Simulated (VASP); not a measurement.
A run of VASP 6.6.1 is set up as follows.

The input INCAR:

```
SYSTEM = CuO
ALGO = Normal
EDIFF = 1E-7
ENCUT = 520
GGA = RP
ISIF = 2
ISMEAR = -1
IVDW = 12
LASPH = .TRUE.
LCHARG = .TRUE.
LELF = .TRUE.
LREAL = .FALSE.
LVHAR = .TRUE.
LWAVE = .FALSE.
NBANDS = 25
NELM = 100
PREC = Accurate
SIGMA = 0.05
```

The input KPOINTS:

```
k-points
0
G
  10 10 5
  0 0 0
```

The input POSCAR:

```
CuO
1.0
    2.3877802882     -1.7448634230      0.0000000000
    2.3877802882      1.7448634230      0.0000000000
   -0.8666988638      0.0000000000      5.1570684890
Cu O
2 2
Direct
    0.5000000000      0.0000000000      0.5000000000
    0.0000000000      0.5000000000      0.0000000000
    0.4184000000      0.5816000000      0.7500000000
    0.5816000000      0.4184000000      0.2500000000
```

Potentials or basis: VASP PAW PBE potentials, release 64 (Cu, O).

The run is started by

```sh
$ cat potpaw_PBE.64/Cu/POTCAR potpaw_PBE.64/O/POTCAR > POTCAR
$ mpirun -np 1 vasp_std > vasp.out
```

Task: Predict the dispersion energy per atom.

Result: -1.075 eV.

Task: Predict the largest force.

Result: 0.267 eV/Å.

Task: Estimate the pressure.

Result: -19.0 GPa.

Forces in eV/Å, atoms in the order of the input:
```
Cu   0.000  0.000  0.000
Cu   0.000  0.000  0.000
O    0.000 -0.267  0.000
O    0.000  0.267  0.000
```

Caveat: the cell stands under tension; the dispersion term is far too large for a dense solid, which distorts pressure and volume; the PAW data sets were made with another functional, which shifts forces and pressure a little.
